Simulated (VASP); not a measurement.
Input of a VASP 6.6.1 run:

The input INCAR:

```
SYSTEM = LaRe
  PREC = Accurate
  ENCUT = 520
  EDIFF = 1E-6
  ISMEAR = -1
  SIGMA = 0.15
  LREAL = .False.
  LASPH = .True.
  NELM = 80
  ALGO = Normal
  ISIF = 2
  LWAVE = .False.
  LCHARG = .False.
  GGA = CA
  NBANDS = 16
```

KPOINTS

```
Automatic mesh
0
Gamma
  10 10 10
  0 0 0
```

The input POSCAR:

```
LaRe
1.0
    3.5733472286      0.0000000000      0.0000000000
    0.0000000000      3.5733472286      0.0000000000
    0.0000000000      0.0000000000      3.5733472286
La Re
1 1
Direct
    0.0000000000      0.0000000000      0.0000000000
    0.5000000000      0.5000000000      0.5000000000
```

Potentials or basis: VASP PAW LDA potentials, release 64 (La, Re).

The run is started by

```sh
$ cat potpaw_LDA.64/La/POTCAR potpaw_LDA.64/Re/POTCAR > POTCAR
$ mpirun -np 1 vasp_std > vasp.out
```

Problem. Predict the band gap on the k mesh.

Solution. Zero (bands 9 and 10 overlap by 1.97 eV).

Problem. What does it give for the pressure?

Solution. -6.0 GPa.

Caveat: the cell stands under tension; spin-orbit coupling is left out, which moves the levels of the heavy elements.
